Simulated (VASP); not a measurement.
Wanted: the native input for a VASP 6.6.1 run.

| Property | Result |
| --- | --- |
| Task | single point |
| Functional | PBE |
| Potentials or basis | VASP PAW PBE potentials, release 64 (Ir) |
| Cutoff | 520 eV |
| k mesh | 11 × 11 × 6 |
| Occupations | fermi-dirac, width 0.05 eV |
| Spin | no spin polarisation |
| Dipole correction | no |
| Further INCAR settings | ALGO = Normal; EDIFF = 1e-06; NBANDS = 16 |

The structure of Ir lies in POSCAR:

```
Ir
1.0
    2.7488769554      0.0000000000      0.0000000000
   -1.3744384777      2.3805972752      0.0000000000
    0.0000000000      0.0000000000      4.4532896323
Ir
2
Direct
    0.3333333333      0.6666666667      0.2500000000
    0.6666666667      0.3333333333      0.7500000000
```

One way to write it, as run:

INCAR

```
SYSTEM = Ir
  PREC = Accurate
  ENCUT = 520
  EDIFF = 1E-6
  ISMEAR = -1
  SIGMA = 0.05
  LREAL = .FALSE.
  LASPH = .TRUE.
  NELM = 100
  ALGO = Normal
  ISIF = 2
  LWAVE = .FALSE.
  LCHARG = .FALSE.
  GGA = PE
  NBANDS = 16
```

KPOINTS

```
Automatic mesh
0
G
  11 11 6
  0 0 0
```

Potentials or basis: VASP PAW PBE potentials, release 64 (Ir).

The run is started by

```bash
$ cat potpaw_PBE.64/Ir/POTCAR > POTCAR
$ mpirun -np 1 vasp_std > vasp.out
```

Results of the run:

```yaml
Pressure: 0.5 GPa
Band_gap_on_the_k_mesh: zero (band 9 reaches 10.93 eV, above the bottom of band 10 at 7.83 eV)
```

Caveat: spin-orbit coupling is left out, which moves the levels of the heavy elements.

It took 10 s on 1 thread of Intel(R) Xeon(R) 6975P-C (Granite Rapids), on a shared host, peak memory 0.15 GiB.
